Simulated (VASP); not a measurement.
# Zr (P6/mmm) in VASP: further runs

The runs below take Zr through single point, relaxation of cell and atoms, with revPBE.

Everything below comes from runs of VASP 6.6.1. Logs are shortened: lines on timing, memory, paths and dates and some standing lists are left out, and cuts for length are marked.

### 1 The cell of the first run

Symmetry: P6/mmm, No. 191, hexagonal system. Conventional cell: a = 5.077 Å, b = 5.077 Å, c = 3.162 Å, α = 90.00°, β = 90.00°, γ = 120.00°. Zr (site symmetry 6/mmm) has 14 Zr at 3.16 to 3.33 Å within 4.2 Å. Within 3.9 Å of Zr (site symmetry -6m2) lie 11 Zr at 2.93 to 3.33 Å.

This isn't the form of Zr at room conditions, which is hcp.

### 2 Single point, revPBE

File INCAR:

```
SYSTEM = Zr
PREC = Accurate ; ENCUT = 520
EDIFF = 1E-7 ; ISMEAR = -1
SIGMA = 0.1 ; LREAL = .FALSE.
LASPH = .TRUE. ; NELM = 60
ALGO = Normal ; ISIF = 2
LWAVE = .FALSE. ; LCHARG = .TRUE.
GGA = RE ; LELF = .TRUE.
LVHAR = .TRUE. ; NBANDS = 25
```

File KPOINTS:

```
Automatic mesh
0
G
  10 10 13
  0 0 0
```

File POSCAR:

```
Zr
1.0
    5.0770603075      0.0000000000      0.0000000000
   -2.5385301538      4.3968632029      0.0000000000
    0.0000000000      0.0000000000      3.1615350738
Zr
3
Direct
    1.0000000000      0.0000000000      1.0000000000
    0.3333333333      0.6666666667      0.5000000000
    0.6666666667      0.3333333333      0.5000000000
```

Potentials or basis: VASP PAW PBE potentials, release 64 (Zr_sv).

Started as:

```sh
cat potpaw_PBE.64/Zr_sv/POTCAR > POTCAR
mpirun -np 1 vasp_std > vasp.out
```

OUTCAR:

```text
SYSTEM = Zr
   PREC = Accurate
   ENCUT = 520
   EDIFF = 1E-7
   ISMEAR = -1
   LREAL = .FALSE.
   LASPH = .TRUE.
   NELM = 60
   ISIF = 2
   GGA = RE

 ion  position               nearest neighbor table
   1  0.000  0.000  0.000-   2 3.33   3 3.33   2 3.33   3 3.33   3 3.33   3 3.33   2 3.33   2 3.33
                             3 3.33   3 3.33   2 3.33   2 3.33
   2  0.333  0.667  0.500-   3 2.93   3 2.93   3 2.93   1 3.33   1 3.33   1 3.33   1 3.33   1 3.33
                             1 3.33
   3  0.667  0.333  0.500-   2 2.93   2 2.93   2 2.93   1 3.33   1 3.33   1 3.33   1 3.33   1 3.33
                             1 3.33

  LATTYP: Found a hexagonal cell.
 ALAT       =     5.0770603075
 C/A-ratio  =     0.6227097734

  Lattice vectors:

 A1 = (   5.0770603075,   0.0000000000,   0.0000000000)
 A2 = (  -2.5385301538,   4.3968632029,   0.0000000000)
 A3 = (   0.0000000000,   0.0000000000,   3.1615350738)

Analysis of symmetry for initial positions (statically):
=====================================================================
 Subroutine PRICEL returns:
 Original cell was already a primitive cell.

 Routine SETGRP: Setting up the symmetry group for a
 hexagonal supercell.

 Subroutine GETGRP returns: Found 24 space group operations
 (whereof 24 operations were pure point group operations)
 out of a pool of 24 trial point group operations.

The static configuration has the point symmetry D_6h.

Analysis of symmetry for dynamics (positions and initial velocities):
=====================================================================
 Subroutine PRICEL returns:
 Original cell was already a primitive cell.

 Routine SETGRP: Setting up the symmetry group for a
 hexagonal supercell.

 Subroutine GETGRP returns: Found 24 space group operations
 (whereof 24 operations were pure point group operations)
 out of a pool of 24 trial point group operations.

The dynamic configuration has the point symmetry D_6h.

 Subroutine INISYM returns: Found 24 space group operations
 (whereof 24 operations are pure point group operations),
 and found     1 'primitive' translations

----------------------------------------------------------------------------------------

                                     Primitive cell

  volume of cell :      70.5754

  direct lattice vectors                    reciprocal lattice vectors
     5.077060308  0.000000000  0.000000000     0.196964373  0.113717434  0.000000000
    -2.538530154  4.396863203  0.000000000     0.000000000  0.227434868  0.000000000
     0.000000000  0.000000000  3.161535074     0.000000000  0.000000000  0.316302042

  length of vectors
     5.077060308  5.077060308  3.161535074     0.227434868  0.227434868  0.316302042

  position of ions in fractional coordinates (direct lattice)
     0.000000000  0.000000000  0.000000000
     0.333333333  0.666666667  0.500000000
     0.666666667  0.333333333  0.500000000

  ion indices of the primitive-cell ions
   primitive index   ion index
                 1           1
                 2           2
                 3           3

----------------------------------------------------------------------------------------

 KPOINTS: Automatic mesh

Automatic generation of k-mesh.
 Grid dimensions read from file:
 generate k-points for:   10   10   13

 Generating k-lattice:

  Cartesian coordinates                     Fractional coordinates (reciprocal lattice)
     0.019696437  0.011371743  0.000000000     0.100000000  0.000000000  0.000000000
     0.000000000  0.022743487  0.000000000     0.000000000  0.100000000  0.000000000
     0.000000000  0.000000000  0.024330926     0.000000000  0.000000000  0.076923077

  Length of vectors
     0.022743487  0.022743487  0.024330926

  Shift w.r.t. Gamma in fractional coordinates (k-lattice)
     0.000000000  0.000000000  0.000000000

 Subroutine IBZKPT returns following result:
 ===========================================

 Found     98 irreducible k-points:

 Following reciprocal coordinates:
            Coordinates               Weight
  0.000000  0.000000  0.000000      1.000000
  0.100000  0.000000  0.000000      6.000000
  0.200000  0.000000  0.000000      6.000000
  0.300000  0.000000  0.000000      6.000000
  0.400000  0.000000  0.000000      6.000000
  0.500000  0.000000  0.000000      3.000000
[... 16 lines left out ...]
  0.300000  0.100000  0.076923     24.000000
  0.400000  0.100000  0.076923     24.000000
 [... further k-points ...]
   k-points           NKPTS =     98   k-points in BZ     NKDIM =     98   number of bands    NBANDS=     25
   number of dos      NEDOS =    301   number of ions     NIONS =      3
   total plane-waves  NPLWV =  38400
   dimension x,y,z NGX =    40 NGY =   40 NGZ =   24
   dimension x,y,z NGXF=    80 NGYF=   80 NGZF=   48
   ions per type =               3
   NGX,Y,Z   is equivalent  to a cutoff of  13.10, 13.10, 12.62 a.u.
   NGXF,Y,Z  is equivalent  to a cutoff of  26.20, 26.20, 25.24 a.u.
 SYSTEM =  Zr
   PREC   = accura    normal or accurate (medium, high low for compatibility)
   ISTART =      0    job   : 0-new  1-cont  2-samecut
   ICHARG =      2    charge: 1-file 2-atom 10-const
   ISPIN  =      1    spin polarized calculation?
   LNONCOLLINEAR =      F non collinear calculations
   LSORBIT =      F    spin-orbit coupling
   LASPH  =      T    aspherical Exc in radial PAW
   ENCUT  =  520.0 eV  38.22 Ry    6.18 a.u.   9.44  9.44  5.88*2*pi/ulx,y,z
   NELM   =     60;   NELMIN=  2; NELMDL= -5     # of ELM steps
   EDIFF  = 0.1E-06   stopping-criterion for ELM
   LREAL  =      F    real-space projection
   EDIFFG = 0.1E-05   stopping-criterion for IOM
   NSW    =      0    number of steps for IOM
   IBRION =     -1    ionic relax: 0-MD 1-quasi-New 2-CG
   NFREE  =      0    steps in history (QN), initial steepest desc. (CG)
   ISIF   =      2    stress and relaxation
   ISYM   =      2    0-nonsym 1-usesym 2-fastsym
   POTIM  = 0.5000    time-step for ionic-motion
   TEBEG  =    0.0;   TEEND  =   0.0 temperature during run
   PSTRESS=    0.0 pullay stress
   NELECT =      36.0000    total number of electrons
   NUPDOWN=      -1.0000    fix difference up-down
   EMIN   =  10.00;   EMAX   =-10.00  energy-range for DOS
   EFERMI =   0.00;   METHOD = LEGACY
   ISMEAR =    -1;   SIGMA  =   0.10  broadening in eV -4-tet -1-fermi 0-gaus
   EFERMI_NEDOS =   21; number of points for ismear=-14 and -15
   IALGO  =     38    algorithm
   IMIX   =      4    mixing-type and parameters
     AMIX     =   0.40;   BMIX     =  1.00
     AMIX_MAG =   1.60;   BMIX_MAG =  1.00
  volume/ion in A,a.u.               =      23.53       158.76
  Fermi-wavevector in a.u.,A,eV,Ry     =   1.308051  2.471857 23.279522  1.710997
  Thomas-Fermi vector in A             =   2.438744
   LORBIT       =      0    0 simple, 1 ext, 2 COOP (PROOUT), +10 PAW based schemes
   GGA     = RE    functional components
   LHFCALC =     F    Hartree Fock is set to
   AEXX    =    0.0000 exact exchange contribution
   IVDW    =     0    specifies the selected vdW correction
   LEPSILON=     F    determine dielectric tensor
   LRPA    =     F    only Hartree local field effects (RPA)
 non-spin polarized calculation
  energy-cutoff  :      520.00
  volume of cell :       70.58
 maximum number of plane-waves:      1920
 NGX is ok and might be reduce to    40
   NGX = 19   NGY = 19   NGZ = 11

 number of electron      36.0000000 magnetization

 Free energy of the ion-electron system (eV)
  ---------------------------------------------------
  ext. energy  EPLUGINS =         0.00000000
  ---------------------------------------------------
  free energy    TOTEN  =       -24.58451869 eV

  energy without entropy =      -24.48351288  energy(sigma->0) =      -24.53401579

 E-fermi :   8.7940     XC(G=0): -10.9792

 val. band max:        8.7889881196   @ k =   0.4000   0.2000   0.2308
 cond. band min:       8.7953753798   @ k =   0.4000   0.1000   0.1538
 fundamental gap:      0.0063872602
 Fermi energy:         8.7939646599

 k-point     1 :       0.0000    0.0000    0.0000
  band No.  band energies     occupation
      1     -40.1165      2.00000
      2     -39.8528      2.00000
      3     -39.6745      2.00000
      4     -18.2305      2.00000
      5     -18.2305      2.00000
      6     -18.2165      2.00000
[... 17 lines left out ...]
     24      11.0428      0.00000
     25      11.1056      0.00000

 k-point     2 :       0.1000    0.0000    0.0000
  band No.  band energies     occupation
      1     -40.1151      2.00000
      2     -39.8501      2.00000
      3     -39.6788      2.00000
      4     -18.3123      2.00000
      5     -18.2982      2.00000
      6     -18.1325      2.00000
[... 17 lines left out ...]
     24      10.7401      0.00000
     25      11.5277      0.00000

 k-point     3 :       0.2000    0.0000    0.0000
  band No.  band energies     occupation
      1     -40.1115      2.00000
      2     -39.8420      2.00000
      3     -39.6910      2.00000
      4     -18.3905      2.00000
      5     -18.3288      2.00000
      6     -18.0484      2.00000
[... 17 lines left out ...]
     24      10.8378      0.00000
     25      11.9681      0.00000

 k-point     4 :       0.3000    0.0000    0.0000
  band No.  band energies     occupation
      1     -40.1073      2.00000
      2     -39.8288      2.00000
      3     -39.7091      2.00000
      4     -18.4517      2.00000
      5     -18.3091      2.00000
      6     -17.9795      2.00000
[... 17 lines left out ...]
     24      11.3097      0.00000
     25      12.4361      0.00000

 k-point     5 :       0.4000    0.0000    0.0000
  band No.  band energies     occupation
      1     -40.1040      2.00000
      2     -39.8132      2.00000
      3     -39.7286      2.00000
      4     -18.4906      2.00000
      5     -18.2458      2.00000
      6     -17.9918      2.00000
[... 17 lines left out ...]
     24      11.7862      0.00000
     25      11.8925      0.00000

 k-point     6 :       0.5000    0.0000    0.0000
  band No.  band energies     occupation
      1     -40.1028      2.00000
      2     -39.8045      2.00000
      3     -39.7386      2.00000
      4     -18.5039      2.00000
      5     -18.1891      2.00000
      6     -18.0484      2.00000
[... 17 lines left out ...]
     24      11.2658      0.00000
     25      12.3451      0.00000
[... 393 lines left out ...]
 k-point    21 :       0.1000    0.1000    0.0769
  band No.  band energies     occupation
      1     -40.1090      2.00000
      2     -39.8421      2.00000
      3     -39.6841      2.00000
      4     -18.3480      2.00000
      5     -18.3326      2.00000
      6     -18.0698      2.00000
[... 17 lines left out ...]
     24      10.7461      0.00000
     25      11.9710      0.00000

 k-point    22 :       0.2000    0.1000    0.0769
  band No.  band energies     occupation
      1     -40.1054      2.00000
      2     -39.8311      2.00000
      3     -39.6994      2.00000
      4     -18.4016      2.00000
      5     -18.3384      2.00000
      6     -18.0202      2.00000
[... 17 lines left out ...]
     24      11.0817      0.00000
     25      12.4633      0.00000

 k-point    23 :       0.3000    0.1000    0.0769
  band No.  band energies     occupation
      1     -40.1019      2.00000
      2     -39.8156      2.00000
      3     -39.7190      2.00000
      4     -18.4454      2.00000
      5     -18.2954      2.00000
      6     -18.0187      2.00000
[... 17 lines left out ...]
     24      11.5770      0.00000
     25      11.9712      0.00000

 k-point    24 :       0.4000    0.1000    0.0769
  band No.  band energies     occupation
      1     -40.0998      2.00000
      2     -39.8009      2.00000
      3     -39.7361      2.00000
      4     -18.4690      2.00000
      5     -18.2198      2.00000
      6     -18.0832      2.00000
[... 17 lines left out ...]
     24      11.3934      0.00000
     25      12.1849      0.00000

 [... further k-points ...]
[... 5 lines left out ...]
  --------------------------------------------------------------------------------------
  -------------------------------------------------------------------------------------
  Total       -0.0030579     -0.0030579      0.0131995      0.0000000     -0.0000000      0.0000000
  in kB       -0.0694190     -0.0694190      0.2996499      0.0000000     -0.0000000      0.0000000
  external PRESSURE =       0.0536039 kB  Pullay stress =       0.0000000 kB

 VOLUME and BASIS-vectors are now :
 -----------------------------------------------------------------------------
  energy-cutoff  :      520.00
  volume of cell :       70.58
      direct lattice vectors                 reciprocal lattice vectors
     5.077060308  0.000000000  0.000000000     0.196964373  0.113717434  0.000000000
    -2.538530154  4.396863203  0.000000000     0.000000000  0.227434868  0.000000000
     0.000000000  0.000000000  3.161535074     0.000000000  0.000000000  0.316302042

 POSITION                                       TOTAL-FORCE (eV/Angst)
 -----------------------------------------------------------------------------------
      0.00000      0.00000      0.00000         0.000000      0.000000     -0.000000
     -0.00000      2.93124      1.58077         0.000000     -0.000000     -0.000000
      2.53853      1.46562      1.58077        -0.000000      0.000000      0.000000
 -----------------------------------------------------------------------------------
    total drift:                                0.000000      0.000000      0.000000

  FREE ENERGIE OF THE ION-ELECTRON SYSTEM (eV)
  ---------------------------------------------------
  free  energy   TOTEN  =       -24.5845186938 eV

  energy  without entropy=      -24.4835128842  energy(sigma->0) =      -24.53401579
```

It took 1.8 min on 1 thread of Intel Xeon 6975P-C (Granite Rapids), shared host; peak memory 0.27 GiB.

What came out:

- Free energy: -24.5845 eV
- Pressure: 0.0 GPa
- Band gap on the k mesh: zero (bands 18 and 19 overlap by 0.53 eV)

Caveat: the PAW data sets were made with another functional, which shifts forces and pressure a little.

### 3 Relaxation of cell and atoms, revPBE

This run uses another cell than the first one, of 23.28 Å³/atom.

File INCAR:

```
PREC = Accurate
ENCUT = 600
EDIFF = 1E-6
ISMEAR = -1
SIGMA = 0.1
LREAL = False
LASPH = True
NELM = 100
ALGO = Normal
ISIF = 3
LWAVE = False
LCHARG = False
GGA = RE
IBRION = 2
NSW = 80
EDIFFG = -0.01
```

File KPOINTS:

```
Automatic mesh
0
Gamma
  7 7 10
```

File POSCAR:

```
Zr
1.0
    5.0859926290      0.0000000000      0.0000000000
   -2.5429963145      4.4045988202      0.0000000000
    0.0000000000      0.0000000000      3.1177134816
Zr
3
Direct
    0.0000000000      0.0000000000      0.0000000000
    0.3333333333      0.6666666667      0.5000000000
    0.6666666667      0.3333333333      0.5000000000
```

Potentials or basis: VASP PAW PBE potentials, release 64 (Zr_sv).

Started as:

```sh
cat potpaw_PBE.64/Zr_sv/POTCAR > POTCAR
mpirun -np 1 vasp_std > vasp.out
```

Run time: 5.5 min. Hardware: 1 thread of AMD EPYC 7R13 (Zen 3), shared host; peak memory 0.23 GiB.

The run converged. Its results:

```
Free energy                           : -24.5866 eV
Relaxed volume                        : 23.53 Å³/atom
Relaxed cell                          : a = 5.077 Å, b = 5.077 Å, c = 3.162 Å, α = 90.00°, β = 90.00°, γ = 120.00°
Space group after relaxing (to 0.1 Å) : P6/mmm (No. 191)
Energy gained by relaxing             : 2.6 meV/atom
Ionic steps                           : 5
Pressure after relaxing               : 0.0 GPa
Band gap on the k mesh                : zero (bands 18 and 19 overlap by 0.43 eV)
```

Step by step:
| step | energy change (eV) | largest force (eV/Å) | pressure (GPa) | volume (Å³) |
| --- | --- | --- | --- | --- |
| 1 | 0.0000 | 0.0000 | 1.03 | 69.84 |
| 2 | -0.0054 | 0.0000 | -0.98 | 71.36 |
| 3 | -0.0071 | 0.0000 | -0.34 | 70.85 |
| 4 | -0.0077 | 0.0000 | 0.10 | 70.51 |
| 5 | -0.0078 | 0.0000 | 0.01 | 70.58 |

Final structure:
```
Zr
1.0
     5.07734    0.00000    0.00000
    -2.53867    4.39711    0.00000
     0.00000    0.00000    3.16154
Zr
3
Direct
  0.00000 0.00000 0.00000
  0.33333 0.66667 0.50000
  0.66667 0.33333 0.50000
```

Levels at points of the mesh, in eV from the Fermi level:
```tsv
k point	band 16	band 17	band 18	band 19	band 20	band 21
(0.00, 0.00, 0.00)	-0.49	-0.46	-0.46	-0.17	0.83	1.62
(0.00, 0.00, 0.50)	-1.80	-1.80	-1.38	1.19	1.19	1.62
```

Caveat: the PAW data sets were made with another functional, which shifts forces and pressure a little.
